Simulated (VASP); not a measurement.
Runs of VASP 6.6.1 on P. The structure is that of space group P6/mmm (No. 191), or close to it. The cells are those of the table. This isn't the form of P at room conditions, which is orthorhombic.

```csv
task,cell,cutoff (eV),gap on the mesh (eV),pressure (GPa)
single point,"a = 4.420, b = 4.420, c = 2.490 Å, angles 90.0, 90.0, 120.0°, 3 atoms",520,none,2.0
relaxation of cell and atoms,"relaxed to 2.2 GPa from a = 4.420, b = 4.420, c = 2.490 Å, angles 90.0, 90.0, 120.0°, 3 atoms",600,none,2.2
single point,"a = 4.421, b = 4.421, c = 2.490 Å, angles 90.0, 90.0, 120.0°, 3 atoms",520,none,(a)
relaxation of cell and atoms,"relaxed to 2.2 GPa from a = 4.289, b = 4.289, c = 2.659 Å, angles 90.0, 90.0, 120.0°, 3 atoms",600,none,2.2
```

Alike in all rows: level PBE; potentials or basis VASP PAW PBE potentials, release 64 (P); no spin polarisation; k mesh 8 × 8 × 12; smearing fermi-dirac 0.05 eV.

**Question.** Estimate the missing entries.

**Answer.** (a) 1.9.

Caveats: the cell is relaxed towards a set pressure, so the run minimises the enthalpy, not the energy (at least some runs).

A gap of «none» marks levels without a gap at the run's occupations.
